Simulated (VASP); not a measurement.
# Tm2GeF2 (P1) in VASP: relaxation of cell and atoms with PBE

Aim: the relaxation of cell and atoms of Tm2GeF2 with PBE.

All numbers are computed with VASP 6.6.1; they aren't measurements. Logs are shortened: lines on timing, memory, paths and dates and some standing lists are left out, and cuts for length are marked.

## 1. The cell of the first run

The typed cell holds 10 atoms: a = 4.076 Å, b = 6.486 Å, c = 7.126 Å, α = 89.20°, β = 90.06°, γ = 90.63°.

## 2. Relaxation of cell and atoms, PBE

Contents of INCAR:

```
PREC = Accurate
ENCUT = 600
EDIFF = 1E-7
ISMEAR = 0
SIGMA = 0.1
LREAL = False
LASPH = True
NELM = 200
ALGO = Normal
ISIF = 3
LWAVE = False
LCHARG = False
GGA = PE
IBRION = 2
NSW = 80
EDIFFG = -0.025
GGA_COMPAT = False
NELMIN = 4
LMAXMIX = 6
```

Contents of KPOINTS:

```
regular mesh
0
Gamma
  4 2 2
```

Contents of POSCAR:

```
Tm2GeF2
1.0
   -2.0394888055      3.5284351185     -0.0225909694
    0.0566162667     -0.0081377041      6.4853892436
    6.1728216022      3.5598170994      0.0497606041
Tm Ge F
4 2 4
Direct
    0.0052365216      0.2456644771      0.3333938730
    0.4934798034      0.2461903822      0.8277729446
    0.5049702007      0.7570095470      0.1693854675
    0.0086229471      0.7523767355      0.6696478023
    0.0288356416      0.0060762175     -0.0026601395
    0.4855704126      0.0143677874      0.4898137655
    0.5036440703      0.3992481220      0.1580077205
   -0.0281549950      0.4016082855      0.6804567866
   -0.0119452245      0.5953932010      0.3327858060
    0.5097406220      0.5820652447      0.8413959736
```

Potentials or basis: VASP PAW PBE potentials, release 64 (Tm_3, Ge_d, F), 4f in core.

On the command line:

```
$ cat potpaw_PBE.64/Tm_3/POTCAR potpaw_PBE.64/Ge_d/POTCAR potpaw_PBE.64/F/POTCAR > POTCAR
$ mpirun -np 1 vasp_std > vasp.out
```

OUTCAR:

```text
PREC = Accurate
   ENCUT = 600
   EDIFF = 1E-7
   ISMEAR = 0
   LREAL = False
   LASPH = True
   NELM = 200
   ISIF = 3
   GGA = PE
   IBRION = 2
   NSW = 80
   EDIFFG = -0.025
   NELMIN = 4

 ion  position               nearest neighbor table
   1  0.005  0.246  0.333-   9 2.27   7 2.57   7 2.60   8 2.69   6 2.71   6 2.80   5 2.88
   2  0.493  0.246  0.828-  10 2.18   8 2.42   7 2.57   8 2.58   5 2.71   6 2.86   5 2.94
   3  0.505  0.757  0.169-   7 2.32   9 2.52   9 2.61  10 2.61   5 2.81   6 2.85   5 2.92
   4  0.009  0.752  0.670-   8 2.28  10 2.60   9 2.62  10 2.63   6 2.86   5 2.88   6 3.01
   5  0.029  0.006  0.997-   2 2.71   3 2.81   1 2.88   4 2.88   3 2.92   2 2.94
   6  0.486  0.014  0.490-   1 2.71   1 2.80   3 2.85   2 2.86   4 2.86   4 3.01
   7  0.504  0.399  0.158-   3 2.32   2 2.57   1 2.57   1 2.60
   8  0.972  0.402  0.680-   4 2.28   2 2.42   2 2.58   1 2.69
   9  0.988  0.595  0.333-   1 2.27   3 2.52   3 2.61   4 2.62
  10  0.510  0.582  0.841-   2 2.18   4 2.60   3 2.61   4 2.63

  LATTYP: Found a triclinic cell.
 ALAT       =     6.4856414690
 B/A-ratio  =     1.0987199209
 C/A-ratio  =     0.6283914998
 COS(alpha) =     0.0010309641
 COS(beta)  =     0.0109976058
 COS(gamma) =     0.0139178963

  Lattice vectors:

 A1 = (  -0.0566162667,   0.0081377041,  -6.4853892436)
 A2 = (  -6.1728216022,  -3.5598170994,  -0.0497606041)
 A3 = (  -2.0394888055,   3.5284351185,  -0.0225909694)

Analysis of symmetry for initial positions (statically):
=====================================================================
 Subroutine PRICEL returns:
 Original cell was already a primitive cell.

 Routine SETGRP: Setting up the symmetry group for a
 triclinic supercell.

 Subroutine GETGRP returns: Found  1 space group operations
 (whereof  1 operations were pure point group operations)
 out of a pool of  2 trial point group operations.

The static configuration has the point symmetry C_1 .

Analysis of symmetry for dynamics (positions and initial velocities):
=====================================================================
 Subroutine PRICEL returns:
 Original cell was already a primitive cell.

 Routine SETGRP: Setting up the symmetry group for a
 triclinic supercell.

 Subroutine GETGRP returns: Found  1 space group operations
 (whereof  1 operations were pure point group operations)
 out of a pool of  2 trial point group operations.

The dynamic configuration has the point symmetry C_1 .

[... 94 lines left out ...]
   ICHARG =      2    charge: 1-file 2-atom 10-const
   ISPIN  =      1    spin polarized calculation?
   LNONCOLLINEAR =      F non collinear calculations
   LSORBIT =      F    spin-orbit coupling
   LASPH  =      T    aspherical Exc in radial PAW
   ENCUT  =  600.0 eV  44.10 Ry    6.64 a.u.   8.14 12.95 14.23*2*pi/ulx,y,z
   NELM   =    200;   NELMIN=  4; NELMDL= -5     # of ELM steps
   EDIFF  = 0.1E-06   stopping-criterion for ELM
   LREAL  =      F    real-space projection
   EDIFFG = -.3E-01   stopping-criterion for IOM
   NSW    =     80    number of steps for IOM
   IBRION =      2    ionic relax: 0-MD 1-quasi-New 2-CG
   NFREE  =      1    steps in history (QN), initial steepest desc. (CG)
   ISIF   =      3    stress and relaxation
   ISYM   =      2    0-nonsym 1-usesym 2-fastsym
   POTIM  = 0.5000    time-step for ionic-motion
   TEBEG  =    0.0;   TEEND  =   0.0 temperature during run
   PSTRESS=    0.0 pullay stress
   NELECT =      92.0000    total number of electrons
   NUPDOWN=      -1.0000    fix difference up-down
   EMIN   =  10.00;   EMAX   =-10.00  energy-range for DOS
   EFERMI =   0.00;   METHOD = LEGACY
   ISMEAR =     0;   SIGMA  =   0.10  broadening in eV -4-tet -1-fermi 0-gaus
   EFERMI_NEDOS =   21; number of points for ismear=-14 and -15
   IALGO  =     38    algorithm
   IMIX   =      4    mixing-type and parameters
     AMIX     =   0.40;   BMIX     =  1.00
     AMIX_MAG =   1.60;   BMIX_MAG =  1.00
  volume/ion in A,a.u.               =      18.83       127.09
  Fermi-wavevector in a.u.,A,eV,Ry     =   1.289342  2.436504 22.618374  1.662404
  Thomas-Fermi vector in A             =   2.421241
   LORBIT       =      0    0 simple, 1 ext, 2 COOP (PROOUT), +10 PAW based schemes
   GGA     = PE    functional components
   LHFCALC =     F    Hartree Fock is set to
   AEXX    =    0.0000 exact exchange contribution
   IVDW    =     0    specifies the selected vdW correction
   LEPSILON=     F    determine dielectric tensor
   LRPA    =     F    only Hartree local field effects (RPA)
 conjugate gradient relaxation of ions
 non-spin polarized calculation
 Gauss-broadening in eV      SIGMA  =   0.10
  energy-cutoff  :      600.00
  volume of cell :      188.32
 maximum number of plane-waves:      6314
 NGX is ok and might be reduce to    36
   NGX = 17   NGY = 25   NGZ = 29

--------------------------------------- Ionic step        1  -------------------------------------------

 number of electron      91.9999999 magnetization

 Free energy of the ion-electron system (eV)
  ---------------------------------------------------
  ext. energy  EPLUGINS =         0.00000000
  ---------------------------------------------------
  free energy    TOTEN  =       -58.30892046 eV

  energy without entropy =      -58.30641700  energy(sigma->0) =      -58.30766873

 E-fermi :   4.0617     XC(G=0): -10.0949

 val. band max:        3.9534581660   @ k =   0.0000   0.5000  -0.0000
 cond. band min:       4.1662518066   @ k =   0.5000   0.0000   0.5000
 fundamental gap:      0.2127936406
 Fermi energy:         4.0617014154

 k-point     1 :       0.0000    0.0000    0.0000
  band No.  band energies     occupation
      1     -23.0435      2.00000
      2     -22.7726      2.00000
      3     -22.5891      2.00000
      4     -22.3206      2.00000
      5     -22.2609      2.00000
      6     -22.1853      2.00000
[... 810 lines left out ...]
  FREE ENERGIE OF THE ION-ELECTRON SYSTEM (eV)
  ---------------------------------------------------
  free  energy   TOTEN  =       -58.5782809162 eV

  energy  without entropy=      -58.5773493647  energy(sigma->0) =      -58.57781514

[... ionic steps 4 to 13 ...]

--------------------------------------- Ionic step       14  -------------------------------------------

 number of electron      91.9999992 magnetization

------------------------ aborting loop because EDIFF is reached ----------------------------------------
[... 83 lines left out ...]
--------------------------------------- Ionic step       16  -------------------------------------------

 number of electron      91.9999990 magnetization

 Free energy of the ion-electron system (eV)
  ---------------------------------------------------
  ext. energy  EPLUGINS =         0.00000000
  ---------------------------------------------------
  free energy    TOTEN  =       -58.63853720 eV

  energy without entropy =      -58.63729525  energy(sigma->0) =      -58.63791623

 E-fermi :   4.2329     XC(G=0): -10.2133

 val. band max:        4.0965640531   @ k =   0.0000   0.5000  -0.0000
 cond. band min:       4.3798031889   @ k =   0.0000   0.0000   0.0000
 fundamental gap:      0.2832391357
 Fermi energy:         4.2328687175

 k-point     1 :       0.0000    0.0000    0.0000
  band No.  band energies     occupation
      1     -22.7720      2.00000
      2     -22.5904      2.00000
      3     -22.4142      2.00000
      4     -21.9047      2.00000
      5     -21.8943      2.00000
      6     -21.8911      2.00000
[... 722 lines left out ...]
  FREE ENERGIE OF THE ION-ELECTRON SYSTEM (eV)
  ---------------------------------------------------
  free  energy   TOTEN  =       -58.6385371983 eV

  energy  without entropy=      -58.6372952525  energy(sigma->0) =      -58.63791623

 reached required accuracy - stopping structural energy minimisation
```

CONTCAR:

```text
Tm2GeF2
   1.00000000000000
    -2.0469725823877347    3.5386705379162664    0.0039223640678320
    -0.0215704664206698   -0.0049455162266865    6.4247214719913242
     6.0544109345253085    3.4883673679835687   -0.0227865721295759
  Tm              Ge              F
     4     2     4
Direct
     0.0008597127555657    0.2422623808642634    0.3352423616040892
     0.5015525337867879    0.2442526841242838    0.8356207241028788
     0.5030945617298023    0.7578610129394631    0.1619157807556675
     0.0032737251020395    0.7556619393535903    0.6620490165086695
     0.0011251776589524    0.9995004981992561    0.9992984468765749
     0.5014202329099896    0.0008656966133791    0.4992838394181560
     0.4985677398880510    0.4044635671967166    0.1648917289728206
     0.9971210198051889    0.4017510451098643    0.6716113209919606
     0.9970644702012810    0.5951897650522830    0.3376728793723275
     0.4959208259623306    0.5981914104468983    0.8324139014968500

  0.00000000E+00  0.00000000E+00  0.00000000E+00
  0.00000000E+00  0.00000000E+00  0.00000000E+00
  0.00000000E+00  0.00000000E+00  0.00000000E+00
  0.00000000E+00  0.00000000E+00  0.00000000E+00
  0.00000000E+00  0.00000000E+00  0.00000000E+00
  0.00000000E+00  0.00000000E+00  0.00000000E+00
  0.00000000E+00  0.00000000E+00  0.00000000E+00
  0.00000000E+00  0.00000000E+00  0.00000000E+00
  0.00000000E+00  0.00000000E+00  0.00000000E+00
  0.00000000E+00  0.00000000E+00  0.00000000E+00
```

Run time: 18 min. Hardware: 1 thread of Intel Xeon 6975P-C (Granite Rapids), shared host; peak memory 0.46 GiB.

What came out:

```
Free energy                           : -58.6385 eV
Relaxed volume                        : 18.35 Å³/atom
Relaxed cell                          : a = 4.088 Å, b = 6.425 Å, c = 6.987 Å, α = 90.38°, β = 90.10°, γ = 89.89°
Space group after relaxing (to 0.1 Å) : P-3m1 (No. 164)
Energy gained by relaxing             : 33.0 meV/atom
Ionic steps                           : 16
Pressure after relaxing               : 0.0 GPa
Largest force after relaxing          : 0.021 eV/Å
Band gap on the k mesh                : 0.28 eV (least direct gap 0.36 eV)
```

Forces on the atoms (eV/Å):
```
Tm   0.017  0.004  0.007
Tm   0.011 -0.007  0.004
Tm  -0.001 -0.002 -0.017
Tm   0.006  0.007  0.015
Ge  -0.012  0.003 -0.012
Ge   0.003 -0.003 -0.016
F   -0.007 -0.009  0.000
F   -0.006 -0.008  0.005
F    0.007  0.013  0.005
F   -0.019  0.000  0.010
```

The path:
| step | energy change (eV) | largest force (eV/Å) | pressure (GPa) | volume (Å³) |
| --- | --- | --- | --- | --- |
| 1 | 0.0000 | 1.1902 | -1.43 | 188.32 |
| 2 | -0.2310 | 0.6212 | 0.23 | 183.76 |
| 3 | -0.2694 | 0.4191 | 1.51 | 181.00 |
| 4 | -0.3087 | 0.2157 | -0.52 | 184.79 |
| 5 | -0.3089 | 0.2144 | -0.38 | 184.51 |
| 6 | -0.3185 | 0.1276 | -0.07 | 183.81 |
| 7 | -0.3199 | 0.0885 | 0.14 | 183.40 |
| 8 | -0.3231 | 0.0644 | -0.04 | 183.69 |
| 9 | -0.3240 | 0.0740 | -0.17 | 183.93 |
| 10 | -0.3257 | 0.0592 | 0.10 | 183.34 |
| 11 | -0.3258 | 0.0549 | 0.18 | 183.17 |
| 12 | -0.3271 | 0.0593 | 0.03 | 183.47 |
| 13 | -0.3273 | 0.0717 | -0.07 | 183.68 |
| 14 | -0.3286 | 0.0403 | -0.06 | 183.61 |
| 15 | -0.3291 | 0.0404 | 0.00 | 183.55 |
| 16 | -0.3296 | 0.0213 | 0.01 | 183.52 |

Final structure:
```cif
data_structure
_symmetry_space_group_name_H-M 'P 1'
_symmetry_Int_Tables_number 1
_cell_length_a 4.0881
_cell_length_b 6.4248
_cell_length_c 6.9875
_cell_angle_alpha 90.376
_cell_angle_beta 90.099
_cell_angle_gamma 89.887
_cell_volume 183.52
loop_
_atom_site_label
_atom_site_type_symbol
_atom_site_fract_x
_atom_site_fract_y
_atom_site_fract_z
_atom_site_occupancy
Tm1 Tm 0.00086 0.24226 0.33524 1
Tm2 Tm 0.50155 0.24425 0.83562 1
Tm3 Tm 0.50309 0.75786 0.16192 1
Tm4 Tm 0.00327 0.75566 0.66205 1
Ge1 Ge 0.00113 0.99950 0.99930 1
Ge2 Ge 0.50142 0.00087 0.49928 1
F1 F 0.49857 0.40446 0.16489 1
F2 F 0.99712 0.40175 0.67161 1
F3 F 0.99706 0.59519 0.33767 1
F4 F 0.49592 0.59819 0.83241 1
```

Levels at points of the mesh, in eV from the valence-band top:
```tsv
k point	band 42	band 43	band 44	band 45	band 46	band 47	band 48	band 49	band 50	band 51
(0.00, 0.00, 0.00)	-2.23	-1.20	-0.68	-0.21	-0.08	0.28	0.92	1.76	1.81	2.76
(0.50, 0.00, 0.00)	-2.49	-1.60	-1.60	-1.21	-1.20	1.16	1.17	2.05	2.05	3.16
(0.00, 0.50, 0.00)	-2.47	-1.41	-0.70	-0.10	0.00	0.83	1.80	1.93	1.99	2.64
(0.50, 0.50, 0.00)	-2.11	-1.50	-1.50	-1.27	-1.27	1.84	1.84	2.30	2.30	2.79
(0.00, 0.00, 0.50)	-1.89	-1.64	-1.63	-0.51	-0.49	0.81	0.83	1.70	1.73	2.58
(0.50, 0.00, 0.50)	-2.91	-1.16	-1.15	-0.56	-0.54	0.31	0.33	2.73	2.73	3.45
(0.00, 0.50, 0.50)	-1.94	-1.46	-1.44	-0.47	-0.45	1.21	1.24	2.29	2.31	2.42
(0.50, 0.50, 0.50)	-2.48	-1.36	-1.35	-0.59	-0.57	0.83	0.84	2.57	2.58	3.68
```

Caveat: the k points lie up to 0.49 Å⁻¹ apart in the final cell; spin-orbit coupling is left out, which moves the levels of the heavy elements; the 4f electrons are frozen in the core, so they carry no moment and show no levels.
